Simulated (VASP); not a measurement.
# AlN (Fm-3m) in VASP: a series of runs

Runs on AlN. Level: r2SCAN+rVV10. Tasks: single point, relaxation of cell and atoms.

All numbers are computed with VASP 6.6.1; they aren't measurements. Logs are shortened: lines on timing, memory, paths and dates and some standing lists are left out, and cuts for length are marked.

**1. The cell of the first run**

It takes space group Fm-3m (No. 225, cubic). The conventional cell has a = 4.033 Å, b = 4.033 Å, c = 4.033 Å, α = 90.00°, β = 90.00°, γ = 90.00°. Within 2.7 Å of Al (site symmetry m-3m) lie 6 N at 2.02 Å. N (site symmetry m-3m) has 6 Al at 2.02 Å within 2.7 Å.

**2. Single point, r2SCAN+rVV10**

Input file POSCAR:

```
AlN
1.0
    0.0000000000      2.0165820713      2.0165820713
    2.0165820713      0.0000000000      2.0165820713
    2.0165820713      2.0165820713      0.0000000000
Al N
1 1
Direct
    0.0000000000      0.0000000000      0.0000000000
    0.5000000000      0.5000000000      0.5000000000
```

Input file INCAR.step1:

```
ALGO = Normal ; EDIFF = 1E-5
ENCUT = 660 ; GGA = PE
GGA_COMPAT = F ; ISMEAR = -1
LASPH = T ; LCHARG = F
LREAL = F ; LWAVE = T
NBANDS = 11 ; NELM = 120
PREC = Accurate ; SIGMA = 0.03
```

Input file INCAR.step2:

```
ALGO = Normal ; BPARAM = 11.95
CPARAM = 0.0093 ; EDIFF = 1E-6
ENCUT = 660 ; GGA_COMPAT = F
ISIF = 2 ; ISMEAR = -1
ISTART = 1 ; IVDW_NL = 2
LASPH = T ; LCHARG = F
LMIXTAU = T ; LREAL = F
LUSE_VDW = T ; LWAVE = F
METAGGA = R2SCAN ; NBANDS = 11
NELM = 120 ; PREC = Accurate
SIGMA = 0.03
```

Input file KPOINTS:

```
k-points
0
Gamma
  10 10 10
```

Potentials or basis: VASP PAW PBE potentials, release 64 (Al, N).

Started as:

```bash
$ cat potpaw_PBE.64/Al/POTCAR potpaw_PBE.64/N/POTCAR > POTCAR
$ cp INCAR.step1 INCAR
$ mpirun -np 1 vasp_std > vasp.out
$ cp INCAR.step2 INCAR
$ mpirun -np 1 vasp_std > vasp.out
```

OUTCAR:

```text
BPARAM = 11.95
   EDIFF = 1E-6
   ENCUT = 660
   ISIF = 2
   ISMEAR = -1
   ISTART = 1
   IVDW_NL = 2
   LASPH = T
   LREAL = F
   METAGGA = R2SCAN
   NELM = 120
   PREC = Accurate

 ion  position               nearest neighbor table
   1  0.000  0.000  0.000-   2 2.02   2 2.02   2 2.02   2 2.02   2 2.02   2 2.02
   2  0.500  0.500  0.500-   1 2.02   1 2.02   1 2.02   1 2.02   1 2.02   1 2.02

  LATTYP: Found a face centered cubic cell.
 ALAT       =     4.0331641426

  Lattice vectors:

 A1 = (   0.0000000000,   2.0165820713,   2.0165820713)
 A2 = (   2.0165820713,   0.0000000000,   2.0165820713)
 A3 = (   2.0165820713,   2.0165820713,   0.0000000000)

Analysis of symmetry for initial positions (statically):
=====================================================================
 Subroutine PRICEL returns:
 Original cell was already a primitive cell.

 Routine SETGRP: Setting up the symmetry group for a
 face centered cubic supercell.

 Subroutine GETGRP returns: Found 48 space group operations
 (whereof 48 operations were pure point group operations)
 out of a pool of 48 trial point group operations.

The static configuration has the point symmetry O_h .

Analysis of symmetry for dynamics (positions and initial velocities):
=====================================================================
 Subroutine PRICEL returns:
 Original cell was already a primitive cell.

 Routine SETGRP: Setting up the symmetry group for a
 face centered cubic supercell.

 Subroutine GETGRP returns: Found 48 space group operations
 (whereof 48 operations were pure point group operations)
 out of a pool of 48 trial point group operations.

The dynamic configuration has the point symmetry O_h .

 Subroutine INISYM returns: Found 48 space group operations
 (whereof 48 operations are pure point group operations),
 and found     1 'primitive' translations

----------------------------------------------------------------------------------------

                                     Primitive cell

  volume of cell :      16.4013

  direct lattice vectors                    reciprocal lattice vectors
     0.000000000  2.016582071  2.016582071    -0.247944285  0.247944285  0.247944285
     2.016582071  0.000000000  2.016582071     0.247944285 -0.247944285  0.247944285
     2.016582071  2.016582071  0.000000000     0.247944285  0.247944285 -0.247944285

  length of vectors
     2.851877715  2.851877715  2.851877715     0.429452099  0.429452099  0.429452099

  position of ions in fractional coordinates (direct lattice)
     0.000000000  0.000000000  0.000000000
     0.500000000  0.500000000  0.500000000

  ion indices of the primitive-cell ions
   primitive index   ion index
                 1           1
                 2           2

----------------------------------------------------------------------------------------

 KPOINTS: k-points

Automatic generation of k-mesh.
 Grid dimensions read from file:
 generate k-points for:   10   10   10

 Generating k-lattice:

  Cartesian coordinates                     Fractional coordinates (reciprocal lattice)
    -0.024794429  0.024794429  0.024794429     0.100000000  0.000000000  0.000000000
     0.024794429 -0.024794429  0.024794429     0.000000000  0.100000000  0.000000000
     0.024794429  0.024794429 -0.024794429     0.000000000  0.000000000  0.100000000

  Length of vectors
     0.042945210  0.042945210  0.042945210

  Shift w.r.t. Gamma in fractional coordinates (k-lattice)
     0.000000000  0.000000000  0.000000000

 Subroutine IBZKPT returns following result:
 ===========================================

 Found     47 irreducible k-points:

 Following reciprocal coordinates:
            Coordinates               Weight
  0.000000  0.000000  0.000000      1.000000
  0.100000  0.000000  0.000000      8.000000
  0.200000  0.000000  0.000000      8.000000
  0.300000  0.000000  0.000000      8.000000
  0.400000  0.000000  0.000000      8.000000
  0.500000  0.000000  0.000000      4.000000
[... 16 lines left out ...]
  0.300000  0.300000  0.000000      6.000000
  0.400000  0.300000  0.000000     24.000000
 [... further k-points ...]
   k-points           NKPTS =     47   k-points in BZ     NKDIM =     47   number of bands    NBANDS=     11
   number of dos      NEDOS =    301   number of ions     NIONS =      2
   total plane-waves  NPLWV =  13824
   dimension x,y,z NGX =    24 NGY =   24 NGZ =   24
   dimension x,y,z NGXF=    48 NGYF=   48 NGZF=   48
   ions per type =               1   1
   NGX,Y,Z   is equivalent  to a cutoff of  13.99, 13.99, 13.99 a.u.
   NGXF,Y,Z  is equivalent  to a cutoff of  27.98, 27.98, 27.98 a.u.
 SYSTEM =  unknown system
   PREC   = accura    normal or accurate (medium, high low for compatibility)
   ISTART =      1    job   : 0-new  1-cont  2-samecut
   ICHARG =      0    charge: 1-file 2-atom 10-const
   ISPIN  =      1    spin polarized calculation?
   LNONCOLLINEAR =      F non collinear calculations
   LSORBIT =      F    spin-orbit coupling
   LASPH  =      T    aspherical Exc in radial PAW
   ENCUT  =  660.0 eV  48.51 Ry    6.96 a.u.   5.97  5.97  5.97*2*pi/ulx,y,z
   NELM   =    120;   NELMIN=  2; NELMDL=  0     # of ELM steps
   EDIFF  = 0.1E-05   stopping-criterion for ELM
   LREAL  =      F    real-space projection
   EDIFFG = 0.1E-04   stopping-criterion for IOM
   NSW    =      0    number of steps for IOM
   IBRION =     -1    ionic relax: 0-MD 1-quasi-New 2-CG
   NFREE  =      0    steps in history (QN), initial steepest desc. (CG)
   ISIF   =      2    stress and relaxation
   ISYM   =      2    0-nonsym 1-usesym 2-fastsym
   POTIM  = 0.5000    time-step for ionic-motion
   TEBEG  =    0.0;   TEEND  =   0.0 temperature during run
   PSTRESS=    0.0 pullay stress
   NELECT =       8.0000    total number of electrons
   NUPDOWN=      -1.0000    fix difference up-down
   EMIN   =  10.00;   EMAX   =-10.00  energy-range for DOS
   EFERMI =   0.00;   METHOD = LEGACY
   ISMEAR =    -1;   SIGMA  =   0.03  broadening in eV -4-tet -1-fermi 0-gaus
   EFERMI_NEDOS =   21; number of points for ismear=-14 and -15
   IALGO  =     38    algorithm
   IMIX   =      4    mixing-type and parameters
     AMIX     =   0.40;   BMIX     =  1.00
     AMIX_MAG =   1.60;   BMIX_MAG =  1.00
  volume/ion in A,a.u.               =       8.20        55.34
  Fermi-wavevector in a.u.,A,eV,Ry     =   1.288681  2.435255 22.595195  1.660700
  Thomas-Fermi vector in A             =   2.420620
   LORBIT       =      0    0 simple, 1 ext, 2 COOP (PROOUT), +10 PAW based schemes
   METAGGA = R2SCAN    functional components
   LHFCALC =     F    Hartree Fock is set to
   AEXX    =    0.0000 exact exchange contribution
   IVDW_NL    =     2    kernel type
   BPARAM     =11.9500
   IVDW    =     0    specifies the selected vdW correction
   LEPSILON=     F    determine dielectric tensor
   LRPA    =     F    only Hartree local field effects (RPA)
 non-spin polarized calculation
  energy-cutoff  :      660.00
  volume of cell :       16.40
 maximum number of plane-waves:       643
   NGX = 11   NGY = 11   NGZ = 11

 number of electron       7.9999999 magnetization

 Free energy of the ion-electron system (eV)
  ---------------------------------------------------
  ext. energy  EPLUGINS =         0.00000000
  ---------------------------------------------------
  free energy    TOTEN  =       -18.75141367 eV

  energy without entropy =      -18.75141367  energy(sigma->0) =      -18.75141367

 E-fermi :  10.4569     XC(G=0): -12.9402

 val. band max:        9.8662297744   @ k =   0.0000   0.0000   0.0000
 cond. band min:      15.4064910474   @ k =   0.5000   0.5000   0.0000
 fundamental gap:      5.5402612729
 Fermi energy:        10.4568818654

 k-point     1 :       0.0000    0.0000    0.0000
  band No.  band energies     occupation
      1      -8.6141      2.00000
      2       9.8662      2.00000
      3       9.8662      2.00000
      4       9.8662      2.00000
      5      16.4758      0.00000
      6      22.7773      0.00000
      7      22.7773      0.00000
      8      22.7773      0.00000
      9      28.4875      0.00000
     10      28.4875      0.00000
     11      28.5671      0.00000

 k-point     2 :       0.1000    0.0000    0.0000
  band No.  band energies     occupation
      1      -8.4037      2.00000
      2       8.8323      2.00000
      3       9.7334      2.00000
      4       9.7334      2.00000
      5      17.1040      0.00000
      6      21.9531      0.00000
      7      23.1053      0.00000
      8      23.1053      0.00000
      9      27.1326      0.00000
     10      27.1326      0.00000
     11      29.6777      0.00000

 k-point     3 :       0.2000    0.0000    0.0000
  band No.  band energies     occupation
      1      -7.7934      2.00000
      2       6.6213      2.00000
      3       9.4108      2.00000
      4       9.4108      2.00000
      5      17.7137      0.00000
      6      21.6083      0.00000
      7      23.3861      0.00000
      8      23.3861      0.00000
      9      26.5289      0.00000
     10      26.5289      0.00000
     11      29.0390      0.00000

 k-point     4 :       0.3000    0.0000    0.0000
  band No.  band energies     occupation
      1      -6.8649      2.00000
      2       4.2147      2.00000
      3       9.0528      2.00000
      4       9.0528      2.00000
      5      17.3762      0.00000
      6      22.7139      0.00000
      7      22.7139      0.00000
      8      22.7691      0.00000
      9      28.0729      0.00000
     10      28.0729      0.00000
     11      28.1532      0.00000

 k-point     5 :       0.4000    0.0000    0.0000
  band No.  band energies     occupation
      1      -5.8501      2.00000
      2       2.2143      2.00000
      3       8.7891      2.00000
      4       8.7891      2.00000
      5      16.9521      0.00000
      6      22.0530      0.00000
      7      22.0530      0.00000
      8      24.0827      0.00000
      9      27.5609      0.00000
     10      30.4638      0.00000
     11      30.4638      0.00000
[... 211 lines left out ...]
 k-point    21 :      -0.3000    0.2000    0.0000
  band No.  band energies     occupation
      1      -5.6336      2.00000
      2       3.3197      2.00000
      3       6.0843      2.00000
      4       8.6492      2.00000
      5      18.9847      0.00000
      6      20.7900      0.00000
      7      22.4717      0.00000
      8      23.2699      0.00000
      9      27.9095      0.00000
     10      30.5005      0.00000
     11      32.2877      0.00000

 k-point    22 :      -0.2000    0.2000    0.0000
  band No.  band energies     occupation
      1      -6.5650      2.00000
      2       4.7584      2.00000
      3       6.8356      2.00000
      4       9.1091      2.00000
      5      19.4802      0.00000
      6      20.7831      0.00000
      7      21.8234      0.00000
      8      23.4906      0.00000
      9      25.7860      0.00000
     10      30.2993      0.00000
     11      32.0675      0.00000

 k-point    23 :       0.3000    0.3000    0.0000
  band No.  band energies     occupation
      1      -6.3180      2.00000
      2       4.8660      2.00000
      3       7.7544      2.00000
      4       7.7544      2.00000
      5      17.2493      0.00000
      6      17.7209      0.00000
      7      22.8113      0.00000
      8      26.7872      0.00000
      9      26.7872      0.00000
     10      31.3509      0.00000
     11      35.6031      0.00000

 k-point    24 :       0.4000    0.3000    0.0000
  band No.  band energies     occupation
      1      -5.5602      2.00000
      2       3.8027      2.00000
      3       6.9685      2.00000
      4       7.4826      2.00000
      5      16.8622      0.00000
      6      17.5955      0.00000
      7      23.2825      0.00000
      8      26.7592      0.00000
      9      27.6445      0.00000
     10      32.8207      0.00000
     11      36.2867      0.00000

 [... further k-points ...]

------------------------ aborting loop because EDIFF is reached ----------------------------------------

  FORCE on cell =-STRESS in cart. coord.  units (eV):
  Direction    XX          YY          ZZ          XY          YZ          ZX
  --------------------------------------------------------------------------------------
  -------------------------------------------------------------------------------------
  Total       -0.0636908     -0.0636908     -0.0636908      0.0000000      0.0000000      0.0000000
  in kB       -6.2217033     -6.2217033     -6.2217033      0.0000000      0.0000000      0.0000000
  external PRESSURE =      -6.2217033 kB  Pullay stress =       0.0000000 kB

 VOLUME and BASIS-vectors are now :
 -----------------------------------------------------------------------------
  energy-cutoff  :      660.00
  volume of cell :       16.40
      direct lattice vectors                 reciprocal lattice vectors
     0.000000000  2.016582071  2.016582071    -0.247944285  0.247944285  0.247944285
     2.016582071  0.000000000  2.016582071     0.247944285 -0.247944285  0.247944285
     2.016582071  2.016582071  0.000000000     0.247944285  0.247944285 -0.247944285

 POSITION                                       TOTAL-FORCE (eV/Angst)
 -----------------------------------------------------------------------------------
      0.00000      0.00000      0.00000         0.000000     -0.000000      0.000000
      2.01658      2.01658      2.01658        -0.000000      0.000000     -0.000000
 -----------------------------------------------------------------------------------
    total drift:                               -0.000000     -0.000000      0.000000

  FREE ENERGIE OF THE ION-ELECTRON SYSTEM (eV)
  ---------------------------------------------------
  free  energy   TOTEN  =       -18.7514136698 eV

  energy  without entropy=      -18.7514136698  energy(sigma->0) =      -18.75141367
```

Run time: 75 s. Hardware: 1 thread of AMD EPYC 7R43 (Zen 3), shared host; peak memory 0.18 GiB.

Results:

```yaml
Free_energy: -18.7514 eV
Pressure: -0.6 GPa
Band_gap_on_the_k_mesh: 5.54 eV (least direct gap 6.61 eV)
```

Caveat: the PAW data sets were made with another functional, which shifts forces and pressure a little. A k mesh can miss the band edges.

**3. Relaxation of cell and atoms, r2SCAN+rVV10**

This run uses another cell than the first one, of 8.27 Å³/atom.

Input file POSCAR:

```
AlN
1.0
    0.0000000000      2.0225995745      2.0225995745
    2.0225995745      0.0000000000      2.0225995745
    2.0225995745      2.0225995745      0.0000000000
Al N
1 1
Direct
    0.0000000000      0.0000000000      0.0000000000
    0.5000000000      0.5000000000      0.5000000000
```

Input file INCAR.step1:

```
SYSTEM = AlN
PREC = Accurate ; ENCUT = 660
ISMEAR = -1 ; SIGMA = 0.03
LREAL = .FALSE. ; LASPH = .TRUE.
NELM = 120 ; GGA = PE
ALGO = Normal ; EDIFF = 1E-5
LWAVE = .TRUE. ; LCHARG = .FALSE.
GGA_COMPAT = .FALSE. ; IBRION = 2
ISIF = 3 ; EDIFFG = -0.005
NELMIN = 4 ; NSW = 100
```

Input file INCAR.step2:

```
SYSTEM = AlN
PREC = Accurate ; ENCUT = 660
EDIFF = 1E-7 ; ISMEAR = -1
SIGMA = 0.03 ; LREAL = .FALSE.
LASPH = .TRUE. ; NELM = 120
ALGO = Normal ; ISIF = 3
LWAVE = .FALSE. ; LCHARG = .FALSE.
METAGGA = R2SCAN ; LMIXTAU = .TRUE.
LUSE_VDW = .TRUE. ; IVDW_NL = 2
BPARAM = 11.95 ; CPARAM = 0.0093
IBRION = 2 ; NSW = 100
EDIFFG = -0.01 ; ISTART = 1
GGA_COMPAT = .FALSE. ; NELMIN = 4
```

Input file KPOINTS:

```
Automatic mesh
0
G
  10 10 10
  0 0 0
```

Potentials or basis: VASP PAW PBE potentials, release 64 (Al, N).

Started as:

```bash
$ cat potpaw_PBE.64/Al/POTCAR potpaw_PBE.64/N/POTCAR > POTCAR
$ cp INCAR.step1 INCAR
$ mpirun -np 1 vasp_std > vasp.out
$ cp INCAR.step2 INCAR
$ mpirun -np 1 vasp_std > vasp.out
```

Run time: 3.7 min. Hardware: 1 thread of AMD EPYC 7R43 (Zen 3), shared host; peak memory 0.19 GiB.

It converged, with:

| Property | Result |
| --- | --- |
| Free energy | -18.7516 eV |
| Relaxed volume | 8.18 Å³/atom |
| Relaxed cell | a = 2.849 Å, b = 2.849 Å, c = 2.849 Å, α = 60.00°, β = 60.00°, γ = 60.00° |
| Space group after relaxing (to 0.1 Å) | Fm-3m (No. 225) |
| Energy gained by relaxing | 0.9 meV/atom |
| Ionic steps | 3 |
| Pressure after relaxing | 0.1 GPa |
| Band gap on the k mesh | 5.57 eV (least direct gap 6.65 eV) |

The path:
| step | energy change (eV) | largest force (eV/Å) | pressure (GPa) | volume (Å³) |
| --- | --- | --- | --- | --- |
| 1 | 0.0000 | 0.0000 | -3.07 | 16.55 |
| 2 | 0.0001 | 0.0000 | 3.41 | 16.17 |
| 3 | -0.0019 | 0.0000 | 0.11 | 16.36 |

Final structure:
```
CELL_PARAMETERS angstrom
0.00000 2.01483 2.01483
2.01483 0.00000 2.01483
2.01483 2.01483 0.00000
ATOMIC_POSITIONS crystal
Al 0.00000 0.00000 0.00000
N 0.50000 0.50000 0.50000
```

Levels at points of the mesh, in eV from the valence-band top:
```
           k point  band 2  band 3  band 4  band 5  band 6  band 7
(0.00, 0.00, 0.00)    0.00    0.00    0.00    6.65   12.92   12.92
(0.50, 0.00, 0.00)   -8.53   -1.18   -1.18    6.95   11.97   11.97
(0.50, 0.50, 0.00)   -7.63   -2.93   -2.93    5.57    5.93   15.48
```

Caveat: the PAW data sets were made with another functional, which shifts forces and pressure a little.
